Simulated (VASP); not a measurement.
# NaF (Fm-3m) in VASP: single point with PBE

Aim: the single point of NaF with PBE.

Program: VASP 6.6.1. These are calculated values, not measurements. Logs are shortened: lines on timing, memory, paths and dates and some standing lists are left out, and cuts for length are marked.

### Step 1. The cell of the first run

Symmetry: Fm-3m, No. 225, cubic system. Conventional cell: a = 4.700 Å, b = 4.700 Å, c = 4.700 Å, α = 90.00°, β = 90.00°, γ = 90.00°. Na (site symmetry m-3m) has 6 F at 2.35 Å within 3.1 Å. Within 3.1 Å of F (site symmetry m-3m) lie 6 Na at 2.35 Å.

### Step 2. Single point, PBE

INCAR reads:

```
  PREC = Accurate
  ENCUT = 520
  EDIFF = 1E-6
  ISMEAR = 0
  SIGMA = 0.02
  LREAL = F
  LASPH = T
  NELM = 80
  ALGO = Normal
  ISIF = 2
  LWAVE = F
  LCHARG = F
  GGA = PE
  NBANDS = 30
```

KPOINTS reads:

```
Automatic mesh
0
Gamma
  9 9 4
```

POSCAR reads:

```
NaF
1.0
    3.3230944552      0.0000002924      0.0000000000
   -1.6615474808      2.8778840712      0.0000000000
    0.0000000000      0.0000000000      8.1398417905
Na F
3 3
Direct
    0.0000000000      0.0000000000      0.0000000000
    0.3333333333      0.6666666667      0.3333333333
    0.6666666667      0.3333333333      0.6666666667
    0.6666666667      0.3333333333      0.1666666667
    0.0000000000      0.0000000000      0.5000000000
    0.3333333333      0.6666666667      0.8333333333
```

Potentials or basis: VASP PAW PBE potentials, release 64 (Na_pv, F).

On the command line:

```
cat potpaw_PBE.64/Na_pv/POTCAR potpaw_PBE.64/F/POTCAR > POTCAR
mpirun -np 1 vasp_std > vasp.out
```

OUTCAR:

```text
PREC = Accurate
   ENCUT = 520
   EDIFF = 1E-6
   ISMEAR = 0
   LREAL = F
   LASPH = T
   NELM = 80
   ISIF = 2
   GGA = PE

 ion  position               nearest neighbor table
   1  0.000  0.000  0.000-
   2  0.333  0.667  0.333-
   3  0.667  0.333  0.667-
   4  0.667  0.333  0.167-
   5  0.000  0.000  0.500-
   6  0.333  0.667  0.833-

  LATTYP: Found a hexagonal cell.
 ALAT       =     3.3230944552
 C/A-ratio  =     2.4494765046

  Lattice vectors:

 A1 = (   3.3230944552,   0.0000002924,   0.0000000000)
 A2 = (  -1.6615474808,   2.8778840712,   0.0000000000)
 A3 = (   0.0000000000,   0.0000000000,   8.1398417905)

Analysis of symmetry for initial positions (statically):
=====================================================================
 Subroutine PRICEL returns following result:

  LATTYP: Found a face centered cubic cell.
 ALAT       =     4.6995483147

  Lattice vectors:

 A1 = (   1.6615473118,  -0.9592945928,   2.7132805966)
 A2 = (  -0.0000001690,   1.9185894784,   2.7132805966)
 A3 = (  -1.6615471429,  -0.9592948855,   2.7132805974)

   3 primitive cells build up your supercell.

 Routine SETGRP: Setting up the symmetry group for a
 hexagonal supercell.

 Subroutine GETGRP returns: Found 12 space group operations
 (whereof 12 operations were pure point group operations)
 out of a pool of 24 trial point group operations.

The static configuration has the point symmetry D_3d.

Analysis of symmetry for dynamics (positions and initial velocities):
=====================================================================
 Subroutine PRICEL returns following result:

  LATTYP: Found a face centered cubic cell.
 ALAT       =     4.6995483147

  Lattice vectors:

 A1 = (   1.6615473118,  -0.9592945928,   2.7132805966)
 A2 = (  -0.0000001690,   1.9185894784,   2.7132805966)
 A3 = (  -1.6615471429,  -0.9592948855,   2.7132805974)

   3 primitive cells build up your supercell.

 Routine SETGRP: Setting up the symmetry group for a
 hexagonal supercell.

 Subroutine GETGRP returns: Found 12 space group operations
 (whereof 12 operations were pure point group operations)
 out of a pool of 24 trial point group operations.

The dynamic configuration has the point symmetry D_3d.

 Subroutine INISYM returns: Found 12 space group operations
 (whereof 12 operations are pure point group operations),
 and found     3 'primitive' translations

----------------------------------------------------------------------------------------

                                     Primitive cell

  volume of cell :      25.9484

  direct lattice vectors                    reciprocal lattice vectors
     1.661547312 -0.959294593  2.713280597     0.300924354 -0.173738721  0.122852511
    -0.000000169  1.918589478  2.713280597    -0.000000031  0.347477495  0.122852511
    -1.661547143 -0.959294886  2.713280597    -0.300924323 -0.173738774  0.122852511

  length of vectors
     3.323082482  3.323082482  3.323082482     0.368555761  0.368555761  0.368555761

  position of ions in fractional coordinates (direct lattice)
     0.000000000  0.000000000  0.000000000
     0.500000000  0.500000000  0.500000000

  ion indices of the primitive-cell ions
   primitive index   ion index
                 1           1
                 2           4

----------------------------------------------------------------------------------------

 KPOINTS: Automatic mesh

Automatic generation of k-mesh.
 Grid dimensions read from file:
 generate k-points for:    9    9    4

 Generating k-lattice:

  Cartesian coordinates                     Fractional coordinates (reciprocal lattice)
     0.033436036  0.019304308  0.000000000     0.111111111  0.000000000  0.000000000
    -0.000000003  0.038608611  0.000000000     0.000000000  0.111111111  0.000000000
     0.000000000  0.000000000  0.030713128     0.000000000  0.000000000  0.250000000

  Length of vectors
     0.038608611  0.038608611  0.030713128

  Shift w.r.t. Gamma in fractional coordinates (k-lattice)
     0.000000000  0.000000000  0.000000000

 Subroutine IBZKPT returns following result:
 ===========================================

 Found     43 irreducible k-points:

 Following reciprocal coordinates:
            Coordinates               Weight
  0.000000  0.000000  0.000000      1.000000
  0.111111 -0.000000  0.000000      6.000000
  0.222222 -0.000000  0.000000      6.000000
  0.333333 -0.000000  0.000000      6.000000
  0.444444 -0.000000  0.000000      6.000000
  0.111111  0.111111  0.000000      6.000000
[... 16 lines left out ...]
  0.222222  0.111111  0.250000     12.000000
 -0.111111  0.333333  0.250000     12.000000
 [... further k-points ...]
   k-points           NKPTS =     43   k-points in BZ     NKDIM =     43   number of bands    NBANDS=     30
   number of dos      NEDOS =    301   number of ions     NIONS =      6
   total plane-waves  NPLWV =  50176
   dimension x,y,z NGX =    28 NGY =   28 NGZ =   64
   dimension x,y,z NGXF=    56 NGYF=   56 NGZF=  128
   ions per type =               3   3
   NGX,Y,Z   is equivalent  to a cutoff of  14.01, 14.01, 13.07 a.u.
   NGXF,Y,Z  is equivalent  to a cutoff of  28.02, 28.02, 26.14 a.u.
 SYSTEM =  unknown system
   PREC   = accura    normal or accurate (medium, high low for compatibility)
   ISTART =      0    job   : 0-new  1-cont  2-samecut
   ICHARG =      2    charge: 1-file 2-atom 10-const
   ISPIN  =      1    spin polarized calculation?
   LNONCOLLINEAR =      F non collinear calculations
   LSORBIT =      F    spin-orbit coupling
   LASPH  =      T    aspherical Exc in radial PAW
   ENCUT  =  520.0 eV  38.22 Ry    6.18 a.u.   6.18  6.18 15.13*2*pi/ulx,y,z
   NELM   =     80;   NELMIN=  2; NELMDL= -5     # of ELM steps
   EDIFF  = 0.1E-05   stopping-criterion for ELM
   LREAL  =      F    real-space projection
[... 7 lines left out ...]
   TEBEG  =    0.0;   TEEND  =   0.0 temperature during run
   PSTRESS=    0.0 pullay stress
   NELECT =      42.0000    total number of electrons
   NUPDOWN=      -1.0000    fix difference up-down
   EMIN   =  10.00;   EMAX   =-10.00  energy-range for DOS
   EFERMI =   0.00;   METHOD = LEGACY
   ISMEAR =     0;   SIGMA  =   0.02  broadening in eV -4-tet -1-fermi 0-gaus
   EFERMI_NEDOS =   21; number of points for ismear=-14 and -15
   IALGO  =     38    algorithm
   IMIX   =      4    mixing-type and parameters
     AMIX     =   0.40;   BMIX     =  1.00
     AMIX_MAG =   1.60;   BMIX_MAG =  1.00
  volume/ion in A,a.u.               =      12.97        87.55
  Fermi-wavevector in a.u.,A,eV,Ry     =   1.332746  2.518524 24.166817  1.776211
  Thomas-Fermi vector in A             =   2.461657
   LORBIT       =      0    0 simple, 1 ext, 2 COOP (PROOUT), +10 PAW based schemes
   GGA     = PE    functional components
   LHFCALC =     F    Hartree Fock is set to
   AEXX    =    0.0000 exact exchange contribution
   IVDW    =     0    specifies the selected vdW correction
   LEPSILON=     F    determine dielectric tensor
   LRPA    =     F    only Hartree local field effects (RPA)
 non-spin polarized calculation
 Gauss-broadening in eV      SIGMA  =   0.02
  energy-cutoff  :      520.00
  volume of cell :       77.85
 maximum number of plane-waves:      2119
 NGX is ok and might be reduce to    28
   NGX = 13   NGY = 13   NGZ = 31

 number of electron      42.0000005 magnetization

 Free energy of the ion-electron system (eV)
  ---------------------------------------------------
  ext. energy  EPLUGINS =         0.00000000
  ---------------------------------------------------
  free energy    TOTEN  =       -25.70845595 eV

  energy without entropy =      -25.70845595  energy(sigma->0) =      -25.70845595

 E-fermi :  -2.1780     XC(G=0):  -8.9559

 val. band max:       -2.2615398151   @ k =   0.0000   0.0000   0.0000
 cond. band min:       3.8157533982   @ k =   0.0000   0.0000   0.0000
 fundamental gap:      6.0772932133
 Fermi energy:        -2.1779661409

 k-point     1 :       0.0000    0.0000    0.0000
  band No.  band energies     occupation
      1     -21.9521      2.00000
      2     -21.9521      2.00000
      3     -21.3675      2.00000
      4     -21.3445      2.00000
      5     -21.3445      2.00000
      6     -21.3445      2.00000
[... 22 lines left out ...]
     29      16.4126      0.00000
     30      17.3211      0.00000

 k-point     2 :       0.1111   -0.0000    0.0000
  band No.  band energies     occupation
      1     -21.9317      2.00000
      2     -21.9217      2.00000
      3     -21.5833      2.00000
      4     -21.3597      2.00000
      5     -21.3518      2.00000
      6     -21.3502      2.00000
[... 22 lines left out ...]
     29      16.5148      0.00000
     30      16.5791      0.00000

 k-point     3 :       0.2222   -0.0000    0.0000
  band No.  band energies     occupation
      1     -21.9013      2.00000
      2     -21.8225      2.00000
      3     -21.7682      2.00000
      4     -21.3846      2.00000
      5     -21.3696      2.00000
      6     -21.3631      2.00000
[... 22 lines left out ...]
     29      14.9530      0.00000
     30      16.7519      0.00000

 k-point     4 :       0.3333   -0.0000    0.0000
  band No.  band energies     occupation
      1     -21.9023      2.00000
      2     -21.8871      2.00000
      3     -21.6611      2.00000
      4     -21.3916      2.00000
      5     -21.3899      2.00000
      6     -21.3742      2.00000
[... 616 lines left out ...]
     29      15.7233      0.00000
     30      16.5725      0.00000

 k-point    23 :       0.2222    0.1111    0.2500
  band No.  band energies     occupation
      1     -21.8839      2.00000
      2     -21.8170      2.00000
      3     -21.7756      2.00000
      4     -21.3972      2.00000
      5     -21.3784      2.00000
      6     -21.3708      2.00000
[... 22 lines left out ...]
     29      15.3259      0.00000
     30      15.6353      0.00000

 k-point    24 :      -0.1111    0.3333    0.2500
  band No.  band energies     occupation
      1     -21.8750      2.00000
      2     -21.8291      2.00000
      3     -21.7741      2.00000
      4     -21.4050      2.00000
      5     -21.3718      2.00000
      6     -21.3669      2.00000
[... 22 lines left out ...]
     29      14.9043      0.00000
     30      15.8771      0.00000

 [... further k-points ...]

------------------------ aborting loop because EDIFF is reached ----------------------------------------

  FORCE on cell =-STRESS in cart. coord.  units (eV):
  Direction    XX          YY          ZZ          XY          YZ          ZX
  --------------------------------------------------------------------------------------
  -------------------------------------------------------------------------------------
  Total       -0.0489669     -0.0489669     -0.0483935     -0.0000000      0.0000000     -0.0000000
  in kB       -1.0078157     -1.0078157     -0.9960147     -0.0000000      0.0000000     -0.0000000
  external PRESSURE =      -1.0038820 kB  Pullay stress =       0.0000000 kB

 VOLUME and BASIS-vectors are now :
 -----------------------------------------------------------------------------
  energy-cutoff  :      520.00
  volume of cell :       77.85
      direct lattice vectors                 reciprocal lattice vectors
     3.323094455  0.000000292  0.000000000     0.300924323  0.173738774  0.000000000
    -1.661547481  2.877884071  0.000000000    -0.000000031  0.347477495  0.000000000
     0.000000000  0.000000000  8.139841791     0.000000000  0.000000000  0.122852511

 POSITION                                       TOTAL-FORCE (eV/Angst)
 -----------------------------------------------------------------------------------
      0.00000      0.00000      0.00000         0.000000      0.000000     -0.000000
     -0.00000      1.91859      2.71328         0.000000     -0.000000     -0.000000
      1.66155      0.95929      5.42656        -0.000000     -0.000000     -0.000000
      1.66155      0.95929      1.35664        -0.000000      0.000000      0.000000
      0.00000      0.00000      4.06992        -0.000000      0.000000     -0.000000
     -0.00000      1.91859      6.78320        -0.000000     -0.000000     -0.000000
 -----------------------------------------------------------------------------------
    total drift:                               -0.000000      0.000000      0.000000

  FREE ENERGIE OF THE ION-ELECTRON SYSTEM (eV)
  ---------------------------------------------------
  free  energy   TOTEN  =       -25.7084559505 eV

  energy  without entropy=      -25.7084559505  energy(sigma->0) =      -25.70845595
```

Run time: 41 s. Hardware: 1 thread of Intel Xeon 6975P-C (Granite Rapids), shared host; peak memory 0.24 GiB.

What came out:

```
Free energy            : -25.7085 eV
Pressure               : -0.1 GPa
Band gap on the k mesh : 6.08 eV
```

Caveat: an odd mesh through Γ misses points on the zone boundary, where band edges can lie.
